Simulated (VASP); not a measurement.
Input of a VASP 6.6.1 run:

INCAR

```
SYSTEM = Li16H
PREC = Accurate
ENCUT = 520
EDIFF = 1E-6
ISMEAR = 0
SIGMA = 0.15
LREAL = Auto
LASPH = .True.
NELM = 100
ALGO = Normal
ISIF = 2
LWAVE = .False.
LCHARG = .False.
GGA = PS
NBANDS = 38
```

File KPOINTS:

```
Automatic mesh
0
Gamma
  3 3 3
  0 0 0
```

The input POSCAR:

```
Li16H
1.0
    6.9800000000      0.0000000000      0.0000000000
    0.0000000000      6.9800000000      0.0000000000
    0.0000000000      0.0000000000      6.9800000000
Li H
16 1
Direct
    0.0291352670     -0.0036407995      0.0000624717
    0.4710812901     -0.0029777558      0.0000612650
   -0.0085180193      0.4907114286      0.0000339493
    0.0023595572      0.0008355984      0.5000417386
    0.2495929883      0.2672112819      0.2635616433
    0.5077782456      0.4911260342      0.0000331593
    0.4971353127      0.0008105172      0.5000412622
    0.7498018716      0.2371655733      0.2465581198
   -0.0153159775      0.5063960478      0.5000232957
    0.2495819306      0.7479368999      0.2423900806
    0.2495932158      0.2671788451      0.7364891930
    0.5150365349      0.5061742440      0.5000227947
    0.7496843895      0.7590380198      0.2440605819
    0.7498027603      0.2371585013      0.7534978466
    0.2495829991      0.7478747116      0.7575855741
    0.7496853525      0.7590296949      0.7559809884
    0.2510568815      0.8530010573     -0.0000981643
```

Potentials or basis: VASP PAW PBE potentials, release 64 (Li_sv, H).

The run is started by

```bash
$ cat potpaw_PBE.64/Li_sv/POTCAR potpaw_PBE.64/H/POTCAR > POTCAR
$ mpirun -np 1 vasp_std > vasp.out
```

(1) Estimate the largest force.

## Answers

(1) 0.031 eV/Å.

Caveat: the PAW data sets were made with another functional, which shifts forces and pressure a little.
